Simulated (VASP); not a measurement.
The system is HfN.

```xyz
4
Lattice="3.1594 0.0000 0.0000 -1.5797 2.7361 0.0000 0.0000 0.0000 5.4508" Properties=species:S:1:pos:R:3 pbc="T T T"
Hf    1.5797    0.9120    4.0881
Hf    0.0000    1.8241    1.3627
N     0.0000    0.0000    0.0000
N     0.0000    0.0000    2.7254
```

```yaml
Program: VASP 6.6.1
Task: relaxation of cell and atoms
Functional: PBE
Dispersion: D3(BJ)
Potentials_or_basis: VASP PAW PBE potentials, release 64 (Hf_pv, N)
Cutoff: 600 eV
k_mesh: 18 × 18 × 8
Occupations: gaussian, width 0.1 eV
Spin: no spin polarisation
```

At the start: pressure -7.7 GPa; volume 11.78 Å³/atom.

Where does the relaxation end?

Over 5 steps the energy falls by 8.5 meV/atom and the volume is 11.44 Å³/atom (-2.9 %); space group P6_3/mmc (No. 194, to 0.1 Å) before and after.

The path:
```csv
step,energy change (eV),largest force (eV/Å),pressure (GPa),volume (Å³)
1,0.0000,0.0000,-7.70,47.12
2,0.0849,0.0000,16.74,43.36
3,-0.0339,0.0000,-0.12,45.77
4,-0.0339,0.0000,0.02,45.74
5,-0.0339,0.0000,-0.02,45.75
```

Final structure:
```yaml
crystal:
  lattice:
    - [3.12812, 0.00000, 0.00000]
    - [-1.56406, 2.70903, 0.00000]
    - [0.00000, 0.00000, 5.39894]
  atoms:
    - { symbol: Hf, position: [0.66667, 0.33333, 0.75000] }
    - { symbol: Hf, position: [0.33333, 0.66667, 0.25000] }
    - { symbol: N, position: [0.00000, 0.00000, 0.00000] }
    - { symbol: N, position: [0.00000, 0.00000, 0.50000] }
```
